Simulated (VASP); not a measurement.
Se: single point with BLYP

The system is Se.

```
CELL_PARAMETERS angstrom
2.91390 0.00000 0.00000
0.00000 2.91390 0.00000
0.00000 0.00000 2.91390
ATOMIC_POSITIONS crystal
Se 0.00000 0.00000 0.00000
```

```
Program             : VASP 6.6.1
Task                : single point
Functional          : BLYP
Potentials or basis : VASP PAW PBE potentials, release 64 (Se)
Cutoff              : 520 eV
k mesh              : 9 × 9 × 9
Occupations         : fermi-dirac, width 0.05 eV
Spin                : no spin polarisation
```

The pressure is 0.1 GPa and the band gap on the k mesh is zero (band 3 reaches 6.40 eV, above the bottom of band 4 at 1.16 eV).

Levels at points of the mesh, in eV from the Fermi level:
```tsv
k point	band 1	band 2	band 3	band 4	band 5	band 6	band 7
(0.00, 0.00, 0.00)	-15.28	1.22	1.22	1.22	7.73	8.10	8.10
```

Wall time 17 s on 1 thread of Intel Xeon 8259CL, on a shared host, peak memory 0.13 GiB.

Caveat: the PAW data sets were made with another functional, which shifts forces and pressure a little.
